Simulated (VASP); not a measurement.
Crystal: CS2.

```xyz
12
Lattice="5.6200 0.0000 0.0000 0.0000 5.6200 0.0000 0.0000 0.0000 5.6200" Properties=species:S:1:pos:R:3 pbc="T T T"
C     0.0000    0.0000    0.0000
C     2.8100    0.0000    2.8100
C     2.8100    2.8100    0.0000
C     0.0000    2.8100    2.8100
S     0.6745    0.6745    0.6745
S     2.1355    4.9455    3.4845
S     3.4845    2.1355    4.9455
S     4.9455    3.4845    2.1355
S     4.9455    4.9455    4.9455
S     3.4845    0.6745    2.1355
S     2.1355    3.4845    0.6745
S     0.6745    2.1355    3.4845
```

```yaml
Program: VASP 6.6.1
Task: relaxation of the atoms
Functional: PBE
Potentials_or_basis: VASP PAW PBE potentials, release 64 (C, S)
Cutoff: 520 eV
k_mesh: 4 × 4 × 4
Occupations: fermi-dirac, width 0.02 eV
Spin: no spin polarisation
```

At the start: pressure 176.7 GPa; volume 14.79 Å³/atom.

Q: Where does the relaxation end?

A: Over 8 steps the energy falls by 4282.1 meV/atom at a fixed cell; space group Pa-3 (No. 205, to 0.1 Å) before and after.

Step by step:
```tsv
step	energy change (eV)	largest force (eV/Å)	pressure (GPa)
1	0.0000	58.7011	176.70
2	-47.3681	8.7609	18.47
3	-49.8213	0.7825	-7.37
4	-50.1788	1.0678	-5.74
5	-51.3818	0.1404	0.46
6	-51.1403	1.4255	4.19
7	-51.3476	0.4267	-0.33
8	-51.3855	0.0060	0.84
```

Final structure:
```
CELL_PARAMETERS angstrom
5.62000 0.00000 0.00000
0.00000 5.62000 0.00000
0.00000 0.00000 5.62000
ATOMIC_POSITIONS crystal
C 0.00000 0.00000 0.00000
C 0.50000 0.00000 0.50000
C 0.50000 0.50000 0.00000
C 0.00000 0.50000 0.50000
S 0.39526 0.39526 0.39526
S 0.10474 0.60474 0.89526
S 0.89526 0.10474 0.60474
S 0.60474 0.89526 0.10474
S 0.60474 0.60474 0.60474
S 0.89526 0.39526 0.10474
S 0.10474 0.89526 0.39526
S 0.39526 0.10474 0.89526
```

Caveat: this functional lacks dispersion, which holds the molecules together, so the pressure and a relaxed volume are unreliable.
